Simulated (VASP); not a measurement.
Input of a VASP 6.6.1 run:

POSCAR

```
AlGa3N4
1.0
    4.4653444522      0.0000000000      0.0000000000
    0.0000000000      4.4653444522      0.0000000000
    0.0000000000      0.0000000000      4.4653444522
Al Ga N
1 3 4
Direct
    0.0000000000      0.0000000000      0.0000000000
    0.5316708728      0.5000000000      0.0000000000
    0.4683291272      0.0000000000      0.4683291272
    0.0000000000      0.5000000000      0.5316708728
    0.7646981784      0.7553510553      0.2539960678
    0.7460039322      0.2259546986      0.7460039322
    0.2539960678      0.7553510553      0.7646981784
    0.2353018216      0.2633431908      0.2353018216
```

Contents of INCAR.step1:

```
PREC     = Accurate       # precision mode
ENCUT    = 520            # plane-wave cutoff, eV
ISMEAR   = 0              # smearing method
SIGMA    = 0.05           # smearing width, eV
LREAL    = F              # projectors in reciprocal space
LASPH    = T              # aspherical terms in the spheres
NELM     = 100            # most SCF steps
NBANDS   = 41             # bands
GGA      = PE             # functional
ALGO     = Normal         # electronic algorithm
EDIFF    = 1E-4           # SCF threshold, eV
LWAVE    = T              # write WAVECAR
LCHARG   = F              # write CHGCAR
```

INCAR.step2

```
PREC     = Accurate       # precision mode
ENCUT    = 520            # plane-wave cutoff, eV
EDIFF    = 1E-7           # SCF threshold, eV
ISMEAR   = 0              # smearing method
SIGMA    = 0.05           # smearing width, eV
LREAL    = F              # projectors in reciprocal space
LASPH    = T              # aspherical terms in the spheres
NELM     = 100            # most SCF steps
ALGO     = Normal         # electronic algorithm
ISIF     = 2              # what is computed and relaxed
LWAVE    = F              # write WAVECAR
LCHARG   = F              # write CHGCAR
METAGGA  = R2SCAN         # meta-GGA
LMIXTAU  = T            
NBANDS   = 41             # bands
ISTART   = 1
```

Contents of KPOINTS:

```
regular mesh
0
Gamma
  6 6 6
```

Potentials or basis: VASP PAW PBE potentials, release 64 (Al, Ga_d, N).

Launch:

```sh
$ cat potpaw_PBE.64/Al/POTCAR potpaw_PBE.64/Ga_d/POTCAR potpaw_PBE.64/N/POTCAR > POTCAR
$ cp INCAR.step1 INCAR
$ mpirun -np 1 vasp_std > vasp.out
$ cp INCAR.step2 INCAR
$ mpirun -np 1 vasp_std > vasp.out
```

Question: Estimate the largest force.

Answer: 2.023 eV/Å.

Question: Predict the pressure.

Answer: 0.5 GPa.

Question: Predict the band gap on the k mesh.

Answer: 2.70 eV.

Forces in eV/Å, atoms in the order of the input:
```
Al  -0.014  0.026 -0.014
Ga  -1.389 -0.056 -0.002
Ga   1.414 -0.304  1.414
Ga  -0.002 -0.056 -1.389
N   -0.127  0.153 -0.040
N    0.189  0.199  0.189
N   -0.040  0.153 -0.127
N   -0.031 -0.115 -0.031
```

Caveat: the cell differs from its parent crystal (atoms displaced along a vibrational mode); the PAW data sets were made with another functional, which shifts forces and pressure a little.
